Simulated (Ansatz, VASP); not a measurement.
# Bi2Te3: VASP beside Ansatz

Contents of INCAR:

```
SYSTEM = Bi2Te3
PREC = Accurate ; ENCUT = 520
EDIFF = 1E-8 ; ISMEAR = -1
SIGMA = 0.08 ; LREAL = .FALSE.
LASPH = .TRUE. ; NELM = 60
ALGO = Normal ; ISIF = 2
LWAVE = .FALSE. ; LCHARG = .FALSE.
LEFG = .TRUE. ; NBANDS = 32
```

KPOINTS

```
regular mesh
0
G
  8 8 8
  0 0 0
```

The input POSCAR:

```
Bi2Te3
1.0
    2.2085012539      1.2750787934      9.6482699000
   -2.2085012539      1.2750787934      9.6482699000
    0.0000000000     -2.5501575869      9.6482699000
Bi Te
2 3
Direct
    0.8120000000      0.8120000000      0.8120000000
    0.4020000000      0.4020000000      0.4020000000
    0.6110000000      0.6110000000      0.6110000000
    0.2000000000      0.2000000000      0.2000000000
    0.0000000000      0.0000000000      0.0000000000
```

Input for Ansatz:

```yaml
crystal:
  lattice:
    - [2.2085012539, 1.2750787934, 9.6482699]
    - [-2.2085012539, 1.2750787934, 9.6482699]
    - [0.0, -2.5501575869, 9.6482699]
  atoms:
    - { symbol: Bi, position: [0.812, 0.812, 0.812] }
    - { symbol: Bi, position: [0.402, 0.402, 0.402] }
    - { symbol: Te, position: [0.611, 0.611, 0.611] }
    - { symbol: Te, position: [0.2, 0.2, 0.2] }
    - { symbol: Te, position: [0.0, 0.0, 0.0] }
kpoints:
  mp_grid: { grid: [8, 8, 8] }
scf:
  occupations: { method: fermi_dirac, width: 0.08 }
hamiltonian:
  xc: lda
  pseudopotentials: { kind: all_electron, datasets: crystal }
output:
  forces: true
  stress: true
  eigenvalues: true
  efg: { contact_densities: true }
```

Change from the starting cell: zz strain of -3 %, crystal datasets.

Alike in both runs: task electric field gradients; functional LDA; k mesh 8 × 8 × 8; occupations fermi-dirac, width 0.08 eV; no spin polarisation.

```csv
,VASP,Ansatz
version,VASP 6.6.1,Ansatz 0.2.0
potentials or method,"VASP PAW LDA potentials, release 64 (Bi_d, Te), cutoff 520 eV","all-electron PAW with datasets made for the crystal, scalar-relativistic"
```

|  | VASP | Ansatz | Ansatz less VASP |
| --- | --- | --- | --- |
| pressure (GPa) | -0.2 | -0.3 | -0.08 |
| traceless stress, the component that is largest in VASP (GPa) | -0.29 | -0.29 | +0.008 |
| rms of the force components (eV/Å) | 0.503 | 0.493 | -0.0096 |
| size of Vzz on the site where it differs most (V/Å²) | 68.3 | 75.3 | +7.05 |

LDA's correlation is that of Perdew and Zunger in VASP and of Perdew and Wang (1992) in Ansatz. Atom by atom the forces differ by 0.011 eV/Å (rms over components). Ansatz ran all-electron here, and VASP with PAW potentials.

Neither program's run includes spin-orbit coupling.
